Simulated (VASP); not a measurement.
# ReSb2 (P-4m2) in VASP: further runs

The runs below take ReSb2 through relaxation of cell and atoms, single point, with PBE.

All numbers are computed with VASP 6.6.1; they aren't measurements. Logs are shortened: lines on timing, memory, paths and dates and some standing lists are left out, and cuts for length are marked.

### 1 The cell of the first run

It takes space group P-4m2 (No. 115, tetragonal). Conventional cell: a = 4.514 Å, b = 4.514 Å, c = 6.384 Å, α = 90.00°, β = 90.00°, γ = 90.00°. Re (site symmetry -4m2) has 4 Sb at 2.76 Å within 3.6 Å. Within 3.6 Å of Sb (site symmetry 2mm) lie 2 Re at 2.76 Å.

### 2 Relaxation of cell and atoms, PBE (atoms taken out)

INCAR

```
PREC     = Accurate       # precision mode
ENCUT    = 600            # plane-wave cutoff, eV
EDIFF    = 1E-7           # SCF threshold, eV
ISMEAR   = 0              # smearing method
SIGMA    = 0.1            # smearing width, eV
LREAL    = F              # projectors in reciprocal space
LASPH    = T              # aspherical terms in the spheres
NELM     = 80             # most SCF steps
ALGO     = Normal         # electronic algorithm
ISIF     = 3              # what is computed and relaxed
LWAVE    = F              # write WAVECAR
LCHARG   = F              # write CHGCAR
GGA      = PE             # functional
IBRION   = 2              # ionic algorithm
NSW      = 90             # ionic steps
EDIFFG   = -0.04          # ionic threshold
```

KPOINTS

```
Automatic mesh
0
Gamma
  4 4 4
```

POSCAR

```
ReSb2
1.0
    4.5144096000      0.0000000000      0.0000000000
    0.0000000000      4.5144096000      0.0000000000
    0.0000000000      0.0000000000      6.3843392800
Re Sb
1 2
Direct
    0.0000000000      0.0000000000      0.0000000000
    0.5000000000      0.0000000000      0.2500000000
    0.0000000000      0.5000000000      0.7500000000
```

Potentials or basis: VASP PAW PBE potentials, release 64 (Re, Sb).

The run is started by

```
$ cat potpaw_PBE.64/Re/POTCAR potpaw_PBE.64/Sb/POTCAR > POTCAR
$ mpirun -np 1 vasp_std > vasp.out
```

OUTCAR:

```text
PREC = Accurate
   ENCUT = 600
   EDIFF = 1E-7
   ISMEAR = 0
   LREAL = F
   LASPH = T
   NELM = 80
   ISIF = 3
   GGA = PE
   IBRION = 2
   NSW = 90
   EDIFFG = -0.04

 ion  position               nearest neighbor table
   1  0.000  0.000  0.000-   2 2.76   3 2.76   3 2.76   2 2.76
   2  0.500  0.000  0.250-   1 2.76   1 2.76
   3  0.000  0.500  0.750-   1 2.76   1 2.76

  LATTYP: Found a simple tetragonal cell.
 ALAT       =     4.5144096000
 C/A-ratio  =     1.4142135618

  Lattice vectors:

 A1 = (   4.5144096000,   0.0000000000,   0.0000000000)
 A2 = (   0.0000000000,   4.5144096000,   0.0000000000)
 A3 = (   0.0000000000,   0.0000000000,   6.3843392800)

Analysis of symmetry for initial positions (statically):
=====================================================================
 Subroutine PRICEL returns:
 Original cell was already a primitive cell.

 Routine SETGRP: Setting up the symmetry group for a
 simple tetragonal supercell.

 Subroutine GETGRP returns: Found  8 space group operations
 (whereof  8 operations were pure point group operations)
 out of a pool of 16 trial point group operations.

The static configuration has the point symmetry D_2d.

Analysis of symmetry for dynamics (positions and initial velocities):
=====================================================================
 Subroutine PRICEL returns:
 Original cell was already a primitive cell.

 Routine SETGRP: Setting up the symmetry group for a
 simple tetragonal supercell.

 Subroutine GETGRP returns: Found  8 space group operations
 (whereof  8 operations were pure point group operations)
 out of a pool of 16 trial point group operations.

The dynamic configuration has the point symmetry D_2d.

 Subroutine INISYM returns: Found  8 space group operations
 (whereof  8 operations are pure point group operations),
 and found     1 'primitive' translations

----------------------------------------------------------------------------------------

                                     Primitive cell

  volume of cell :     130.1122

  direct lattice vectors                    reciprocal lattice vectors
     4.514409600  0.000000000  0.000000000     0.221512908  0.000000000  0.000000000
     0.000000000  4.514409600  0.000000000     0.000000000  0.221512908  0.000000000
     0.000000000  0.000000000  6.384339280     0.000000000  0.000000000  0.156633280

  length of vectors
     4.514409600  4.514409600  6.384339280     0.221512908  0.221512908  0.156633280

  position of ions in fractional coordinates (direct lattice)
     0.000000000  0.000000000  0.000000000
     0.500000000  0.000000000  0.250000000
     0.000000000  0.500000000  0.750000000

  ion indices of the primitive-cell ions
   primitive index   ion index
                 1           1
                 2           2
                 3           3

----------------------------------------------------------------------------------------

 KPOINTS: Automatic mesh

Automatic generation of k-mesh.
 Grid dimensions read from file:
 generate k-points for:    4    4    4

 Generating k-lattice:

  Cartesian coordinates                     Fractional coordinates (reciprocal lattice)
     0.055378227  0.000000000  0.000000000     0.250000000  0.000000000  0.000000000
     0.000000000  0.055378227  0.000000000     0.000000000  0.250000000  0.000000000
     0.000000000  0.000000000  0.039158320     0.000000000  0.000000000  0.250000000

  Length of vectors
     0.055378227  0.055378227  0.039158320

  Shift w.r.t. Gamma in fractional coordinates (k-lattice)
     0.000000000  0.000000000  0.000000000

 Subroutine IBZKPT returns following result:
 ===========================================

 Found     18 irreducible k-points:

 Following reciprocal coordinates:
            Coordinates               Weight
  0.000000  0.000000  0.000000      1.000000
  0.250000  0.000000  0.000000      4.000000
  0.500000  0.000000  0.000000      2.000000
  0.250000  0.250000  0.000000      4.000000
  0.500000  0.250000  0.000000      4.000000
  0.500000  0.500000  0.000000      1.000000
[... 10 lines left out ...]
  0.500000  0.250000  0.500000      4.000000
  0.500000  0.500000  0.500000      1.000000
   k-points           NKPTS =     18   k-points in BZ     NKDIM =     18   number of bands    NBANDS=     12
   number of dos      NEDOS =    301   number of ions     NIONS =      3
   total plane-waves  NPLWV =  69984
   dimension x,y,z NGX =    36 NGY =   36 NGZ =   54
   dimension x,y,z NGXF=    72 NGYF=   72 NGZF=  108
   ions per type =               1   2
   NGX,Y,Z   is equivalent  to a cutoff of  13.26, 13.26, 14.06 a.u.
   NGXF,Y,Z  is equivalent  to a cutoff of  26.51, 26.51, 28.12 a.u.
 SYSTEM =  unknown system
   PREC   = accura    normal or accurate (medium, high low for compatibility)
   ISTART =      0    job   : 0-new  1-cont  2-samecut
   ICHARG =      2    charge: 1-file 2-atom 10-const
   ISPIN  =      1    spin polarized calculation?
   LNONCOLLINEAR =      F non collinear calculations
   LSORBIT =      F    spin-orbit coupling
   LASPH  =      T    aspherical Exc in radial PAW
   ENCUT  =  600.0 eV  44.10 Ry    6.64 a.u.   9.02  9.02 12.75*2*pi/ulx,y,z
   NELM   =     80;   NELMIN=  2; NELMDL= -5     # of ELM steps
   EDIFF  = 0.1E-06   stopping-criterion for ELM
   LREAL  =      F    real-space projection
   EDIFFG = -.4E-01   stopping-criterion for IOM
   NSW    =     90    number of steps for IOM
   IBRION =      2    ionic relax: 0-MD 1-quasi-New 2-CG
   NFREE  =      1    steps in history (QN), initial steepest desc. (CG)
   ISIF   =      3    stress and relaxation
   ISYM   =      2    0-nonsym 1-usesym 2-fastsym
   POTIM  = 0.5000    time-step for ionic-motion
   TEBEG  =    0.0;   TEEND  =   0.0 temperature during run
   PSTRESS=    0.0 pullay stress
   NELECT =      17.0000    total number of electrons
   NUPDOWN=      -1.0000    fix difference up-down
   EMIN   =  10.00;   EMAX   =-10.00  energy-range for DOS
   EFERMI =   0.00;   METHOD = LEGACY
   ISMEAR =     0;   SIGMA  =   0.10  broadening in eV -4-tet -1-fermi 0-gaus
   EFERMI_NEDOS =   21; number of points for ismear=-14 and -15
   IALGO  =     38    algorithm
   IMIX   =      4    mixing-type and parameters
     AMIX     =   0.40;   BMIX     =  1.00
     AMIX_MAG =   1.60;   BMIX_MAG =  1.00
  volume/ion in A,a.u.               =      43.37       292.68
  Fermi-wavevector in a.u.,A,eV,Ry     =   0.830715  1.569823  9.389200  0.690087
  Thomas-Fermi vector in A             =   1.943479
   LORBIT       =      0    0 simple, 1 ext, 2 COOP (PROOUT), +10 PAW based schemes
   GGA     = PE    functional components
   LHFCALC =     F    Hartree Fock is set to
   AEXX    =    0.0000 exact exchange contribution
   IVDW    =     0    specifies the selected vdW correction
   LEPSILON=     F    determine dielectric tensor
   LRPA    =     F    only Hartree local field effects (RPA)
 conjugate gradient relaxation of ions
 non-spin polarized calculation
 Gauss-broadening in eV      SIGMA  =   0.10
  energy-cutoff  :      600.00
  volume of cell :      130.11
 maximum number of plane-waves:      4400
   NGX = 19   NGY = 19   NGZ = 25

--------------------------------------- Ionic step        1  -------------------------------------------

 number of electron      17.0000001 magnetization

 Free energy of the ion-electron system (eV)
  ---------------------------------------------------
  ext. energy  EPLUGINS =         0.00000000
  ---------------------------------------------------
  free energy    TOTEN  =       -16.59188862 eV

  energy without entropy =      -16.56062554  energy(sigma->0) =      -16.57625708

------------------------ aborting loop because EDIFF is reached ----------------------------------------

  FORCE on cell =-STRESS in cart. coord.  units (eV):
  Direction    XX          YY          ZZ          XY          YZ          ZX
  --------------------------------------------------------------------------------------
  -------------------------------------------------------------------------------------
  Total       -7.6043261     -7.6043261     -5.9754118      0.0000000      0.0000000      0.0000000
  in kB      -93.6382820    -93.6382820    -73.5801289      0.0000000      0.0000000      0.0000000
  external PRESSURE =     -86.9522310 kB  Pullay stress =       0.0000000 kB
[... 92 lines left out ...]
  FREE ENERGIE OF THE ION-ELECTRON SYSTEM (eV)
  ---------------------------------------------------
  free  energy   TOTEN  =       -17.5596054792 eV

  energy  without entropy=      -17.5398060598  energy(sigma->0) =      -17.54970577

 E-fermi :   4.0095     XC(G=0):  -9.0702

 val. band max:        3.9998816828   @ k =   0.0000   0.0000   0.2500
 cond. band min:       4.0294952533   @ k =   0.5000   0.0000   0.5000
 fundamental gap:      0.0296135706
 Fermi energy:         4.0094711461

 k-point     1 :       0.0000    0.0000    0.0000
  band No.  band energies     occupation
      1      -6.2346      2.00000
      2      -4.4540      2.00000
      3       0.0834      2.00000
      4       1.7670      2.00000
      5       1.7670      2.00000
      6       1.9183      2.00000
      7       3.6793      2.00000
      8       3.9092      1.84388
      9       4.4767      0.00000
     10       4.4767      0.00000
     11       6.8608      0.00000
     12       8.9916      0.00000
[... 241 lines left out ...]
 k-point    18 :       0.5000    0.5000    0.5000
  band No.  band energies     occupation
      1      -4.2100      2.00000
      2      -4.2100      2.00000
      3       0.1752      2.00000
      4       0.8692      2.00000
      5       1.7158      2.00000
      6       2.4981      2.00000
      7       3.1805      2.00000
      8       3.1805      2.00000
      9       3.7596      1.99959
     10       3.7596      1.99959
     11       4.2124      0.00411
     12       4.4047      0.00000

 E-fermi :   5.6496     XC(G=0):  -9.9668

 val. band max:        5.6478113761   @ k =   0.5000   0.2500   0.5000
 cond. band min:       5.6875538362   @ k =   0.2500   0.0000   0.2500
 fundamental gap:      0.0397424601
 Fermi energy:         5.6496117011

 k-point     1 :       0.0000    0.0000    0.0000
  band No.  band energies     occupation
      1      -5.4808      2.00000
      2      -3.2814      2.00000
      3       0.5713      2.00000
      4       3.5880      2.00000
      5       4.3340      2.00000
      6       4.3340      2.00000
      7       4.4089      2.00000
      8       6.2308      0.00000
      9       6.8070      0.00000
     10       6.8070      0.00000
     11       7.7011      0.00000
     12      10.5969      0.00000
[... 241 lines left out ...]
 k-point    18 :       0.5000    0.5000    0.5000
  band No.  band energies     occupation
      1      -2.1579      2.00000
      2      -2.1579      2.00000
      3       1.9099      2.00000
      4       2.5886      2.00000
      5       2.6114      2.00000
      6       2.8065      2.00000
      7       4.1202      2.00000
      8       4.1202      2.00000
      9       5.7883      0.04989
     10       5.7883      0.04989
     11       6.7918      0.00000
     12       6.7979      0.00000

[... ionic steps 4 to 29 ...]

--------------------------------------- Ionic step       30  -------------------------------------------

 number of electron      17.0000000 magnetization

------------------------ aborting loop because EDIFF is reached ----------------------------------------

  FORCE on cell =-STRESS in cart. coord.  units (eV):
  Direction    XX          YY          ZZ          XY          YZ          ZX
  --------------------------------------------------------------------------------------
  -------------------------------------------------------------------------------------
  Total       -0.7235288     -0.7235288     -0.3351452      0.0000000     -0.0000000      0.0000000
  in kB      -15.6260621    -15.6260621     -7.2381357      0.0000000     -0.0000000      0.0000000
  external PRESSURE =     -12.8300866 kB  Pullay stress =       0.0000000 kB
[... 59 lines left out ...]
  energy  without entropy=      -18.4169696983  energy(sigma->0) =      -18.42082901

--------------------------------------- Ionic step       32  -------------------------------------------

 number of electron      17.0000000 magnetization

 Free energy of the ion-electron system (eV)
  ---------------------------------------------------
  ext. energy  EPLUGINS =         0.00000000
  ---------------------------------------------------
  free energy    TOTEN  =       -18.42908559 eV

  energy without entropy =      -18.42067839  energy(sigma->0) =      -18.42488199

 E-fermi :   6.9622     XC(G=0): -10.6102

 val. band max:        6.8766570825   @ k =   0.5000   0.0000   0.5000
 cond. band min:       7.1930470989   @ k =   0.5000   0.2500   0.5000
 fundamental gap:      0.3163900164
 Fermi energy:         6.9622382602

 k-point     1 :       0.0000    0.0000    0.0000
  band No.  band energies     occupation
      1      -4.8433      2.00000
      2      -2.8937      2.00000
      3       1.1139      2.00000
      4       4.4722      2.00000
      5       5.1141      2.00000
      6       6.3136      2.00000
      7       6.3136      2.00000
      8       8.3095      0.00000
      9       8.4870      0.00000
     10       9.7004      0.00000
     11       9.7004      0.00000
     12      12.3877      0.00000
[... 283 lines left out ...]
  FREE ENERGIE OF THE ION-ELECTRON SYSTEM (eV)
  ---------------------------------------------------
  free  energy   TOTEN  =       -18.4290855902 eV

  energy  without entropy=      -18.4206783857  energy(sigma->0) =      -18.42488199

 reached required accuracy - stopping structural energy minimisation
```

It took 6.4 min on 1 thread of Intel Xeon 6975P-C (Granite Rapids), shared host; peak memory 0.3 GiB.

What came out:

| Quantity | Value |
| --- | --- |
| Free energy | -18.4291 eV |
| Relaxed volume | 24.43 Å³/atom |
| Relaxed cell | a = 3.241 Å, b = 3.241 Å, c = 6.978 Å, α = 90.00°, β = 90.00°, γ = 90.00° |
| Space group after relaxing (to 0.1 Å) | P-4m2 (No. 115) |
| Energy gained by relaxing | 612.4 meV/atom |
| Ionic steps | 32 |
| Pressure after relaxing | 0.0 GPa |
| Largest force after relaxing | 0.011 eV/Å |
| Band gap on the k mesh | zero (an odd number of electrons rules out a gap without spin polarisation) |

Forces in eV/Å, atoms in the order of the input:
```
Re   0.000  0.000  0.000
Sb   0.000  0.000  0.011
Sb   0.000  0.000 -0.011
```

Step by step:
```csv
step,energy change (eV),largest force (eV/Å),pressure (GPa),volume (Å³)
1,0.0000,1.6846,-8.70,130.11
2,-0.3644,2.7749,13.81,90.60
3,-0.9677,0.1757,-0.50,105.08
4,-0.9685,0.2347,-0.20,104.62
5,-0.9682,0.2961,0.11,104.15
6,-0.9763,0.2812,0.10,103.56
7,-1.0029,0.2951,0.01,101.80
8,-1.0897,0.2563,-0.65,98.24
9,-1.3164,0.1441,-3.73,91.02
10,-1.4112,2.0386,-8.01,76.35
11,-1.4449,0.7548,-6.66,86.28
12,-1.4646,0.9685,-7.22,84.54
13,-1.4653,0.9725,-7.23,84.48
14,-1.4674,0.9842,-7.25,84.30
15,-1.4712,1.0057,-7.31,83.93
16,-1.4784,1.0412,-7.43,83.19
17,-1.4922,1.1010,-7.64,81.71
18,-1.5155,1.3873,-7.86,78.76
19,-1.5348,1.3602,-7.54,78.35
20,-1.5874,1.2797,-6.55,77.11
21,-1.6680,1.1118,-4.28,74.67
22,-1.7146,0.7463,1.53,69.93
23,-1.7188,0.8366,0.04,71.03
24,-1.7261,0.7890,0.02,71.09
25,-1.7461,0.6456,0.10,71.29
26,-1.7770,0.3556,0.36,71.67
27,-1.8030,0.2193,1.24,72.44
28,-1.8189,0.0558,0.13,73.17
29,-1.8259,0.2089,-1.68,74.49
30,-1.8266,0.1548,-1.28,74.19
31,-1.8328,0.0954,-0.80,73.84
32,-1.8372,0.0108,0.03,73.29
```

Final structure:
```cif
data_structure
_symmetry_space_group_name_H-M 'P 1'
_symmetry_Int_Tables_number 1
_cell_length_a 3.2407
_cell_length_b 3.2407
_cell_length_c 6.9781
_cell_angle_alpha 90.000
_cell_angle_beta 90.000
_cell_angle_gamma 90.000
_cell_volume 73.29
loop_
_atom_site_label
_atom_site_type_symbol
_atom_site_fract_x
_atom_site_fract_y
_atom_site_fract_z
_atom_site_occupancy
Re1 Re 0.00000 0.00000 0.00000 1
Sb1 Sb 0.50000 0.00000 0.29798 1
Sb2 Sb 0.00000 0.50000 0.70202 1
```

Caveat: the cell differs from its parent crystal (atoms taken out); the volume moved by over 15 % at a fixed basis, so the end points are rough; spin-orbit coupling is left out, which moves the levels of the heavy elements.

[end of part 1 of 2]

The gap in the log of VASP goes by the Fermi energy; the results here count the filled bands.